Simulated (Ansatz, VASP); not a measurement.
**Two plane-wave programs on Al2O3**

Contents of INCAR:

```
ALGO = Normal
EDIFF = 1E-6
ENCUT = 520
ISIF = 2
ISMEAR = 0
LASPH = True
LCHARG = False
LREAL = False
LWAVE = False
NBANDS = 35
NELM = 100
PREC = Accurate
SIGMA = 0.01
```

KPOINTS

```
k-points
0
Gamma
  6 6 6
```

File POSCAR:

```
Al2O3
1.0
    2.3793614134      1.3737249525      4.3315939879
   -2.3793614134      1.3737249525      4.3315939879
    0.0000000000     -2.7474499051      4.3315939879
Al O
4 6
Direct
    0.8519115234      0.8519115234      0.8519115234
    0.3519115234      0.3519115234      0.3519115234
    0.1480884766      0.1480884766      0.1480884766
    0.6480884766      0.6480884766      0.6480884766
    0.4436339008      0.0563660992      0.7500000000
    0.0563660992      0.7500000000      0.4436339008
    0.5563660992      0.9436339008      0.2500000000
    0.2500000000      0.5563660992      0.9436339008
    0.9436339008      0.2500000000      0.5563660992
    0.7500000000      0.4436339008      0.0563660992
```

Input for Ansatz:

```yaml
crystal:
  lattice:
    - [2.3793614134, 1.3737249525, 4.3315939879]
    - [-2.3793614134, 1.3737249525, 4.3315939879]
    - [0.0, -2.7474499051, 4.3315939879]
  atoms:
    - { symbol: Al, position: [0.8519115234, 0.8519115234, 0.8519115234] }
    - { symbol: Al, position: [0.3519115234, 0.3519115234, 0.3519115234] }
    - { symbol: Al, position: [0.1480884766, 0.1480884766, 0.1480884766] }
    - { symbol: Al, position: [0.6480884766, 0.6480884766, 0.6480884766] }
    - { symbol: O, position: [0.4436339008, 0.0563660992, 0.75] }
    - { symbol: O, position: [0.0563660992, 0.75, 0.4436339008] }
    - { symbol: O, position: [0.5563660992, 0.9436339008, 0.25] }
    - { symbol: O, position: [0.25, 0.5563660992, 0.9436339008] }
    - { symbol: O, position: [0.9436339008, 0.25, 0.5563660992] }
    - { symbol: O, position: [0.75, 0.4436339008, 0.0563660992] }
kpoints:
  mp_grid: { grid: [6, 6, 6] }
  band_path:
    path:
      - [0.0, 0.0, 0.0]
      - [0.5, 0.5, 0.5]
      - [0.7662811644, 0.2337188356, 0.5]
      - [0.5, -0.2337188356, 0.2337188356]
      - [0.5, 0.0, 0.0]
      - [0.3668594178, -0.3668594178, 0.0]
      - [0.6331405822, 0.0, 0.3668594178]
      - [0.5, 0.0, 0.5]
    npoints: 1
hamiltonian:
  xc: lda
scf:
  occupations: { method: fixed }
  n_extra_bands: 6
output:
  forces: true
  stress: true
  eigenvalues: true
  write_density: true
  write_potential: true
  elf: true
  volumetric_format: npy
```

Alike in both runs: task single point; functional LDA; k mesh 6 × 6 × 6; no spin polarisation.

```csv
,VASP,Ansatz
version,VASP 6.6.1,Ansatz 0.2.0
potentials or method,"VASP PAW LDA potentials, release 64 (Al, O)","plane waves, PAW"
plane-wave cutoff (eV),520,420
occupations,"gaussian, width 0.01 eV",fixed
valence electrons in the cell,48,48
```

Ansatz gave:

| Property | Result |
| --- | --- |
| gap on the k mesh at the Fermi level (eV) | 6.18 |
| pressure (GPa) | -5.1 |
| traceless stress, the component that is largest in VASP (GPa) | -0.10 |
| rms of the force components (eV/Å) | 0.032 |

**Question.** Which values does VASP return?

**Answer.** gap on the k mesh at the Fermi level (eV): 6.19; pressure (GPa): -4.4; traceless stress, the component that is largest in VASP (GPa): -0.24; rms of the force components (eV/Å): 0.036.

LDA's correlation is that of Perdew and Zunger in VASP and of Perdew and Wang (1992) in Ansatz. Atom by atom the forces differ by 0.006 eV/Å (rms over components).
